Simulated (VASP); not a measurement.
# Ta2N (Pnnm) in VASP: further runs

Runs on Ta2N. Level: PBE. Tasks: single point, relaxation of cell and atoms.

Everything below comes from runs of VASP 6.6.1. Logs are shortened: lines on timing, memory, paths and dates and some standing lists are left out, and cuts for length are marked.

## Step 1: The cell of the first run

It takes space group Pnnm (No. 58, orthorhombic). The conventional cell has a = 4.972 Å, b = 5.429 Å, c = 2.989 Å, α = 90.00°, β = 90.00°, γ = 90.00°. Ta (site symmetry m) has 3 N at 2.16 to 2.18 Å within 2.9 Å. Within 2.9 Å of N (site symmetry 2/m) lie 6 Ta at 2.16 to 2.18 Å.

## Step 2: Single point, PBE

File INCAR:

```
  PREC = Accurate
  ENCUT = 520
  EDIFF = 1E-6
  ISMEAR = 0
  SIGMA = 0.1
  LREAL = False
  LASPH = True
  NELM = 60
  ALGO = Normal
  ISIF = 2
  LWAVE = False
  LCHARG = False
  GGA = PE
  NBANDS = 36
```

File KPOINTS:

```
Automatic mesh
0
Gamma
  4 4 6
```

File POSCAR:

```
Ta2N
1.0
    4.9715921024      0.0000000000      0.0000000000
    0.0000000000      5.4294622173      0.0000000000
    0.0000000000      0.0000000000      2.9890527781
Ta N
4 2
Direct
    0.2364012528      0.3329643526      0.0000000000
    0.7635987472      0.6670356474      0.0000000000
    0.7364012528      0.1670356474      0.5000000000
    0.2635987472      0.8329643526      0.5000000000
    0.0000000000      0.0000000000      0.0000000000
    0.5000000000      0.5000000000      0.5000000000
```

Potentials or basis: VASP PAW PBE potentials, release 64 (Ta_pv, N).

Started as:

```
$ cat potpaw_PBE.64/Ta_pv/POTCAR potpaw_PBE.64/N/POTCAR > POTCAR
$ mpirun -np 1 vasp_std > vasp.out
```

OUTCAR:

```text
PREC = Accurate
   ENCUT = 520
   EDIFF = 1E-6
   ISMEAR = 0
   LREAL = False
   LASPH = True
   NELM = 60
   ISIF = 2
   GGA = PE

 ion  position               nearest neighbor table
   1  0.236  0.333  0.000-   5 2.16   6 2.18   6 2.18   2 2.97   3 3.04   3 3.04   3 3.04   3 3.04
                             4 3.10   4 3.10   4 3.10   4 3.10   2 3.19
   2  0.764  0.667  0.000-   5 2.16   6 2.18   6 2.18   1 2.97   4 3.04   4 3.04   4 3.04   4 3.04
                             3 3.10   3 3.10   3 3.10   3 3.10   1 3.19
   3  0.736  0.167  0.500-   6 2.16   5 2.18   5 2.18   4 2.97   1 3.04   1 3.04   1 3.04   1 3.04
                             2 3.10   2 3.10   2 3.10   2 3.10   4 3.19
   4  0.264  0.833  0.500-   6 2.16   5 2.18   5 2.18   3 2.97   2 3.04   2 3.04   2 3.04   2 3.04
                             1 3.10   1 3.10   1 3.10   1 3.10   3 3.19
   5  0.000  0.000  0.000-   1 2.16   2 2.16   3 2.18   4 2.18   3 2.18   4 2.18
   6  0.500  0.500  0.500-   3 2.16   4 2.16   1 2.18   2 2.18   1 2.18   2 2.18

  LATTYP: Found a simple orthorhombic cell.
 ALAT       =     2.9890527781
 B/A-ratio  =     1.6632667509
 C/A-ratio  =     1.8164490962

  Lattice vectors:

 A1 = (   0.0000000000,   0.0000000000,   2.9890527781)
 A2 = (   4.9715921024,   0.0000000000,   0.0000000000)
 A3 = (   0.0000000000,   5.4294622173,   0.0000000000)

Analysis of symmetry for initial positions (statically):
=====================================================================
 Subroutine PRICEL returns:
 Original cell was already a primitive cell.

 Routine SETGRP: Setting up the symmetry group for a
 simple orthorhombic supercell.

 Subroutine GETGRP returns: Found  8 space group operations
 (whereof  4 operations were pure point group operations)
 out of a pool of  8 trial point group operations.

The static configuration has the point symmetry C_2h.
 The point group associated with its full space group is D_2h.

Analysis of symmetry for dynamics (positions and initial velocities):
=====================================================================
 Subroutine PRICEL returns:
 Original cell was already a primitive cell.

 Routine SETGRP: Setting up the symmetry group for a
 simple orthorhombic supercell.

 Subroutine GETGRP returns: Found  8 space group operations
 (whereof  4 operations were pure point group operations)
 out of a pool of  8 trial point group operations.

The dynamic configuration has the point symmetry C_2h.
 The point group associated with its full space group is D_2h.

 Subroutine INISYM returns: Found  8 space group operations
 (whereof  4 operations are pure point group operations),
 and found     1 'primitive' translations

----------------------------------------------------------------------------------------

                                     Primitive cell

  volume of cell :      80.6837

  direct lattice vectors                    reciprocal lattice vectors
     4.971592102  0.000000000  0.000000000     0.201142809  0.000000000  0.000000000
     0.000000000  5.429462217  0.000000000     0.000000000  0.184180304  0.000000000
     0.000000000  0.000000000  2.989052778     0.000000000  0.000000000  0.334554146

  length of vectors
     4.971592102  5.429462217  2.989052778     0.201142809  0.184180304  0.334554146

  position of ions in fractional coordinates (direct lattice)
     0.236401253  0.332964353  0.000000000
     0.763598747  0.667035647  0.000000000
     0.736401253  0.167035647  0.500000000
     0.263598747  0.832964353  0.500000000
     0.000000000  0.000000000  0.000000000
     0.500000000  0.500000000  0.500000000

  ion indices of the primitive-cell ions
   primitive index   ion index
                 1           1
                 2           2
                 3           3
                 4           4
                 5           5
                 6           6

----------------------------------------------------------------------------------------

 KPOINTS: Automatic mesh

Automatic generation of k-mesh.
 Grid dimensions read from file:
 generate k-points for:    4    4    6

 Generating k-lattice:

  Cartesian coordinates                     Fractional coordinates (reciprocal lattice)
     0.050285702  0.000000000  0.000000000     0.250000000  0.000000000  0.000000000
     0.000000000  0.046045076  0.000000000     0.000000000  0.250000000  0.000000000
     0.000000000  0.000000000  0.055759024     0.000000000  0.000000000  0.166666667

  Length of vectors
     0.050285702  0.046045076  0.055759024

  Shift w.r.t. Gamma in fractional coordinates (k-lattice)
     0.000000000  0.000000000  0.000000000

 Subroutine IBZKPT returns following result:
 ===========================================

 Found     36 irreducible k-points:

 Following reciprocal coordinates:
            Coordinates               Weight
  0.000000  0.000000  0.000000      1.000000
  0.250000  0.000000  0.000000      2.000000
  0.500000  0.000000  0.000000      1.000000
  0.000000  0.250000  0.000000      2.000000
  0.250000  0.250000  0.000000      4.000000
  0.500000  0.250000  0.000000      2.000000
[... 16 lines left out ...]
  0.250000  0.250000  0.333333      8.000000
  0.500000  0.250000  0.333333      4.000000
 [... further k-points ...]
   k-points           NKPTS =     36   k-points in BZ     NKDIM =     36   number of bands    NBANDS=     36
   number of dos      NEDOS =    301   number of ions     NIONS =      6
   total plane-waves  NPLWV =  38400
   dimension x,y,z NGX =    40 NGY =   40 NGZ =   24
   dimension x,y,z NGXF=    80 NGYF=   80 NGZF=   48
   ions per type =               4   2
   NGX,Y,Z   is equivalent  to a cutoff of  13.38, 12.25, 13.35 a.u.
   NGXF,Y,Z  is equivalent  to a cutoff of  26.75, 24.50, 26.70 a.u.
 SYSTEM =  unknown system
   PREC   = accura    normal or accurate (medium, high low for compatibility)
   ISTART =      0    job   : 0-new  1-cont  2-samecut
   ICHARG =      2    charge: 1-file 2-atom 10-const
   ISPIN  =      1    spin polarized calculation?
   LNONCOLLINEAR =      F non collinear calculations
   LSORBIT =      F    spin-orbit coupling
   LASPH  =      T    aspherical Exc in radial PAW
   ENCUT  =  520.0 eV  38.22 Ry    6.18 a.u.   9.24 10.10  5.56*2*pi/ulx,y,z
   NELM   =     60;   NELMIN=  2; NELMDL= -5     # of ELM steps
   EDIFF  = 0.1E-05   stopping-criterion for ELM
   LREAL  =      F    real-space projection
   EDIFFG = 0.1E-04   stopping-criterion for IOM
   NSW    =      0    number of steps for IOM
   IBRION =     -1    ionic relax: 0-MD 1-quasi-New 2-CG
   NFREE  =      0    steps in history (QN), initial steepest desc. (CG)
   ISIF   =      2    stress and relaxation
   ISYM   =      2    0-nonsym 1-usesym 2-fastsym
   POTIM  = 0.5000    time-step for ionic-motion
   TEBEG  =    0.0;   TEEND  =   0.0 temperature during run
   PSTRESS=    0.0 pullay stress
   NELECT =      54.0000    total number of electrons
   NUPDOWN=      -1.0000    fix difference up-down
   EMIN   =  10.00;   EMAX   =-10.00  energy-range for DOS
   EFERMI =   0.00;   METHOD = LEGACY
   ISMEAR =     0;   SIGMA  =   0.10  broadening in eV -4-tet -1-fermi 0-gaus
   EFERMI_NEDOS =   21; number of points for ismear=-14 and -15
   IALGO  =     38    algorithm
   IMIX   =      4    mixing-type and parameters
     AMIX     =   0.40;   BMIX     =  1.00
     AMIX_MAG =   1.60;   BMIX_MAG =  1.00
  volume/ion in A,a.u.               =      13.45        90.75
  Fermi-wavevector in a.u.,A,eV,Ry     =   1.432004  2.706094 27.900575  2.050634
  Thomas-Fermi vector in A             =   2.551679
   LORBIT       =      0    0 simple, 1 ext, 2 COOP (PROOUT), +10 PAW based schemes
   GGA     = PE    functional components
   LHFCALC =     F    Hartree Fock is set to
   AEXX    =    0.0000 exact exchange contribution
   IVDW    =     0    specifies the selected vdW correction
   LEPSILON=     F    determine dielectric tensor
   LRPA    =     F    only Hartree local field effects (RPA)
 non-spin polarized calculation
 Gauss-broadening in eV      SIGMA  =   0.10
  energy-cutoff  :      520.00
  volume of cell :       80.68
 maximum number of plane-waves:      2192
 NGX is ok and might be reduce to    40
   NGX = 19   NGY = 21   NGZ = 11

 number of electron      53.9999997 magnetization

 Free energy of the ion-electron system (eV)
  ---------------------------------------------------
  ext. energy  EPLUGINS =         0.00000000
  ---------------------------------------------------
  free energy    TOTEN  =       -69.24871060 eV

  energy without entropy =      -69.23353159  energy(sigma->0) =      -69.24112109

 E-fermi :   7.3641     XC(G=0): -12.9167

 val. band max:        7.3287339874   @ k =   0.2500   0.0000   0.0000
 cond. band min:       7.3786172677   @ k =   0.2500   0.2500   0.3333
 fundamental gap:      0.0498832802
 Fermi energy:         7.3640686528

 k-point     1 :       0.0000    0.0000    0.0000
  band No.  band energies     occupation
      1     -28.2735      2.00000
      2     -27.8802      2.00000
      3     -27.8630      2.00000
      4     -27.7960      2.00000
      5     -27.4980      2.00000
      6     -27.4696      2.00000
[... 28 lines left out ...]
     35      11.5082      0.00000
     36      11.9014      0.00000

 k-point     2 :       0.2500    0.0000    0.0000
  band No.  band energies     occupation
      1     -28.2143      2.00000
      2     -27.9710      2.00000
      3     -27.8840      2.00000
      4     -27.6337      2.00000
      5     -27.4874      2.00000
      6     -27.4684      2.00000
[... 28 lines left out ...]
     35      10.4950      0.00000
     36      11.6549      0.00000

 k-point     3 :       0.5000    0.0000    0.0000
  band No.  band energies     occupation
      1     -28.1136      2.00000
      2     -28.1136      2.00000
      3     -27.6748      2.00000
      4     -27.6748      2.00000
      5     -27.4565      2.00000
      6     -27.4565      2.00000
[... 28 lines left out ...]
     35      11.2053      0.00000
     36      11.2059      0.00000
[... 742 lines left out ...]
 k-point    23 :       0.2500    0.2500    0.3333
  band No.  band energies     occupation
      1     -28.0536      2.00000
      2     -27.9962      2.00000
      3     -27.8389      2.00000
      4     -27.8133      2.00000
      5     -27.7649      2.00000
      6     -27.6547      2.00000
[... 28 lines left out ...]
     35      11.2397      0.00000
     36      11.6697      0.00000

 k-point    24 :       0.5000    0.2500    0.3333
  band No.  band energies     occupation
      1     -28.0454      2.00000
      2     -28.0454      2.00000
      3     -27.8851      2.00000
      4     -27.8851      2.00000
      5     -27.6970      2.00000
      6     -27.6970      2.00000
[... 28 lines left out ...]
     35      11.4932      0.00000
     36      11.4933      0.00000

 [... further k-points ...]
[... 5 lines left out ...]
  --------------------------------------------------------------------------------------
  -------------------------------------------------------------------------------------
  Total        0.2119416      0.1659149      0.1164924      0.0000000      0.0000000      0.0000000
  in kB        4.2086317      3.2946569      2.3132480      0.0000000      0.0000000      0.0000000
  external PRESSURE =       3.2721789 kB  Pullay stress =       0.0000000 kB

 VOLUME and BASIS-vectors are now :
 -----------------------------------------------------------------------------
  energy-cutoff  :      520.00
  volume of cell :       80.68
      direct lattice vectors                 reciprocal lattice vectors
     4.971592102  0.000000000  0.000000000     0.201142809  0.000000000  0.000000000
     0.000000000  5.429462217  0.000000000     0.000000000  0.184180304  0.000000000
     0.000000000  0.000000000  2.989052778     0.000000000  0.000000000  0.334554146

 POSITION                                       TOTAL-FORCE (eV/Angst)
 -----------------------------------------------------------------------------------
      1.17529      1.80782      0.00000        -0.007251     -0.000010      0.000000
      3.79630      3.62164      0.00000         0.007251      0.000010      0.000000
      3.66109      0.90691      1.49453        -0.007251      0.000010      0.000000
      1.31051      4.52255      1.49453         0.007251     -0.000010      0.000000
      0.00000      0.00000      0.00000         0.000000      0.000000      0.000000
      2.48580      2.71473      1.49453         0.000000      0.000000      0.000000
 -----------------------------------------------------------------------------------
    total drift:                                0.000000     -0.000000     -0.000000

  FREE ENERGIE OF THE ION-ELECTRON SYSTEM (eV)
  ---------------------------------------------------
  free  energy   TOTEN  =       -69.2487105955 eV

  energy  without entropy=      -69.2335315860  energy(sigma->0) =      -69.24112109
```

Wall time 2.9 min (1 thread of AMD EPYC 7R13, shared host); peak memory 0.2 GiB.

Results:

- Free energy: -69.2487 eV
- Pressure: 0.3 GPa
- Largest force: 0.007 eV/Å
- Band gap on the k mesh: zero (band 27 reaches 8.97 eV, above the bottom of band 28 at 6.19 eV)

Forces in eV/Å, atoms in the order of the input:
```
Ta  -0.007  0.000  0.000
Ta   0.007  0.000  0.000
Ta  -0.007  0.000  0.000
Ta   0.007  0.000  0.000
N    0.000  0.000  0.000
N    0.000  0.000  0.000
```

Stress tensor (GPa, compression positive):
```
0.42 0.00 0.00
0.00 0.33 0.00
0.00 0.00 0.23
```

Levels at points of the mesh, in eV from the Fermi level:
| k point | band 23 | band 24 | band 25 | band 26 | band 27 | band 28 | band 29 | band 30 | band 31 | band 32 |
| --- | --- | --- | --- | --- | --- | --- | --- | --- | --- | --- |
| (0.00, 0.00, 0.00) | -1.21 | -1.02 | -0.74 | -0.72 | -0.42 | -0.05 | 0.40 | 0.41 | 0.66 | 0.87 |
| (0.50, 0.00, 0.00) | -2.54 | -2.54 | -1.25 | -1.25 | 0.13 | 0.13 | 0.54 | 0.54 | 2.56 | 2.56 |
| (0.00, 0.50, 0.00) | -2.63 | -2.63 | -1.30 | -1.30 | 0.71 | 0.71 | 0.96 | 0.96 | 1.72 | 1.72 |
| (0.50, 0.50, 0.00) | -2.99 | -2.99 | -1.67 | -1.67 | -0.49 | -0.49 | 0.93 | 0.93 | 2.48 | 2.48 |
| (0.00, 0.00, 0.50) | -2.98 | -2.98 | -2.03 | -2.03 | 1.18 | 1.18 | 2.24 | 2.24 | 2.79 | 2.79 |
| (0.50, 0.00, 0.50) | -2.37 | -2.37 | -2.19 | -2.19 | -0.76 | -0.76 | 0.29 | 0.29 | 3.39 | 3.39 |
| (0.00, 0.50, 0.50) | -2.62 | -2.62 | -2.18 | -2.18 | 1.60 | 1.60 | 3.39 | 3.39 | 3.90 | 3.90 |
| (0.50, 0.50, 0.50) | -2.80 | -2.80 | -0.99 | -0.99 | 0.20 | 0.20 | 1.60 | 1.60 | 3.51 | 3.51 |

Caveat: spin-orbit coupling is left out, which moves the levels of the heavy elements.

## Step 3: Relaxation of cell and atoms, PBE

This run uses another cell than the first one, of 12.75 Å³/atom, 0.948 times its volume.

File INCAR:

```
  ALGO = Normal
  EDIFF = 1E-6
  EDIFFG = -0.04
  ENCUT = 600
  GGA = PE
  IBRION = 2
  ISIF = 3
  ISMEAR = 0
  LASPH = T
  LCHARG = F
  LREAL = F
  LWAVE = F
  NELM = 60
  NSW = 90
  PREC = Accurate
  SIGMA = 0.1
```

File KPOINTS:

```
k-points
0
Gamma
  4 4 6
```

File POSCAR:

```
Ta2N
1.0
    4.3494416626      0.0000000000      0.0000000000
    0.0000000000      5.3084599836      0.0000000000
    0.0000000000      0.0000000000      3.3138975940
Ta N
4 2
Direct
    0.2004000000      0.3787000000      0.0000000000
    0.7996000000      0.6213000000      0.0000000000
    0.7004000000      0.1213000000      0.5000000000
    0.2996000000      0.8787000000      0.5000000000
    0.0000000000      0.0000000000      0.0000000000
    0.5000000000      0.5000000000      0.5000000000
```

Potentials or basis: VASP PAW PBE potentials, release 64 (Ta_pv, N).

Started as:

```
$ cat potpaw_PBE.64/Ta_pv/POTCAR potpaw_PBE.64/N/POTCAR > POTCAR
$ mpirun -np 1 vasp_std > vasp.out
```

Run time: 38 min. Hardware: 1 thread of AMD EPYC 7R13, shared host; peak memory 0.24 GiB.

Results (log left out):

| Item | Value |
| --- | --- |
| Free energy | -69.2500 eV |
| Relaxed volume | 13.46 Å³/atom |
| Relaxed cell | a = 4.980 Å, b = 5.434 Å, c = 2.985 Å, α = 90.00°, β = 90.00°, γ = 90.00° |
| Space group after relaxing (to 0.05 Å) | Pnnm (No. 58) |
| Energy gained by relaxing | 1072.5 meV/atom |
| Ionic steps | 18 |
| Pressure after relaxing | -0.1 GPa |
| Largest force after relaxing | 0.019 eV/Å |
| Band gap on the k mesh | zero (band 27 reaches 8.95 eV, above the bottom of band 28 at 6.18 eV) |

Forces in eV/Å, atoms in the order of the input:
```
Ta   0.011 -0.016  0.000
Ta  -0.011  0.016  0.000
Ta   0.011  0.016  0.000
Ta  -0.011 -0.016  0.000
N    0.000  0.000  0.000
N    0.000  0.000  0.000
```

Stress tensor (GPa, compression positive):
```
-0.25  0.00  0.00
 0.00 -0.15  0.00
 0.00  0.00  0.21
```

The path:
```
step  energy change (eV)  largest force (eV/Å)  pressure (GPa)  volume (Å³)
   1              0.0000               10.6429           31.75        76.51
   2             -2.2100                0.4450          -36.48       105.56
   3             -5.5914                0.5928          -20.49        89.12
   4             -5.6734                0.6293          -18.40        88.08
   5             -5.7239                0.8500          -13.42        86.00
   6             -5.7280                0.7857          -14.44        86.39
   7             -5.7476                1.1678           30.09        74.40
   8             -6.2436                0.8053            4.16        80.09
   9             -6.3841                0.3178           -1.41        81.34
  10             -6.3896                0.3239           -3.76        81.95
  11             -6.3910                0.3143           -3.02        81.75
  12             -6.4131                0.2393            3.70        79.75
  13             -6.4166                0.2885            1.87        80.26
  14             -6.4315                0.0685            1.25        80.39
  15             -6.4321                0.0312            1.31        80.37
  16             -6.4310                0.0478           -2.09        81.35
  17             -6.4344                0.0371           -0.23        80.81
  18             -6.4353                0.0191           -0.06        80.77
```

Final structure:
```cif
data_structure
_symmetry_space_group_name_H-M 'P 1'
_symmetry_Int_Tables_number 1
_cell_length_a 4.9799
_cell_length_b 5.4342
_cell_length_c 2.9846
_cell_angle_alpha 90.000
_cell_angle_beta 90.000
_cell_angle_gamma 90.000
_cell_volume 80.77
loop_
_atom_site_label
_atom_site_type_symbol
_atom_site_fract_x
_atom_site_fract_y
_atom_site_fract_z
_atom_site_occupancy
Ta1 Ta 0.23594 0.33316 0.00000 1
Ta2 Ta 0.76406 0.66684 0.00000 1
Ta3 Ta 0.73594 0.16684 0.50000 1
Ta4 Ta 0.26406 0.83316 0.50000 1
N1 N 0.00000 0.00000 0.00000 1
N2 N 0.50000 0.50000 0.50000 1
```

Levels at points of the mesh, in eV from the Fermi level:
| k point | band 24 | band 25 | band 26 | band 27 | band 28 | band 29 | band 30 | band 31 |
| --- | --- | --- | --- | --- | --- | --- | --- | --- |
| (0.00, 0.00, 0.00) | -1.03 | -0.74 | -0.74 | -0.44 | -0.02 | 0.39 | 0.42 | 0.66 |
| (0.50, 0.00, 0.00) | -2.55 | -1.27 | -1.27 | 0.10 | 0.10 | 0.57 | 0.57 | 2.55 |
| (0.00, 0.50, 0.00) | -2.63 | -1.32 | -1.32 | 0.68 | 0.68 | 0.98 | 0.98 | 1.72 |
| (0.50, 0.50, 0.00) | -2.99 | -1.68 | -1.68 | -0.50 | -0.50 | 0.96 | 0.96 | 2.48 |
| (0.00, 0.00, 0.50) | -2.97 | -2.02 | -2.02 | 1.18 | 1.18 | 2.23 | 2.23 | 2.76 |
| (0.50, 0.00, 0.50) | -2.37 | -2.19 | -2.19 | -0.76 | -0.76 | 0.29 | 0.29 | 3.40 |
| (0.00, 0.50, 0.50) | -2.61 | -2.17 | -2.17 | 1.60 | 1.60 | 3.38 | 3.38 | 3.86 |
| (0.50, 0.50, 0.50) | -2.80 | -0.98 | -0.98 | 0.20 | 0.20 | 1.58 | 1.58 | 3.50 |

Caveat: the k points lie up to 0.35 Å⁻¹ apart in the final cell; spin-orbit coupling is left out, which moves the levels of the heavy elements.

[end of part 1 of 2]
